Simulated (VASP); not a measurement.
Rh:

```
Rh
1.0
     0.00000    1.91042    1.91042
     1.91042    0.00000    1.91042
     1.91042    1.91042    0.00000
Rh
1
Direct
  0.00000 0.00000 0.00000
```

Base run:

| Quantity | Value |
| --- | --- |
| Program | VASP 6.6.1 |
| Functional | LDA |
| Potentials or basis | VASP PAW LDA potentials, release 64 (Rh_sv_GW) |
| Cutoff | 530 eV |
| k mesh | 12 × 12 × 12 |
| Occupations | fermi-dirac, width 0.05 eV |
| Spin | no spin polarisation |

Its results: pressure -16.9 GPa.

Task: The run is repeated on the same cell with these changes: potentials or basis from VASP PAW LDA potentials, release 64 (Rh_sv_GW) to VASP PAW LDA potentials, release 64 (Rh_pv); cutoff from 530 eV to 520 eV; valence electrons from 17 to 15. What comes out?

Result: Pressure -14.2 GPa.
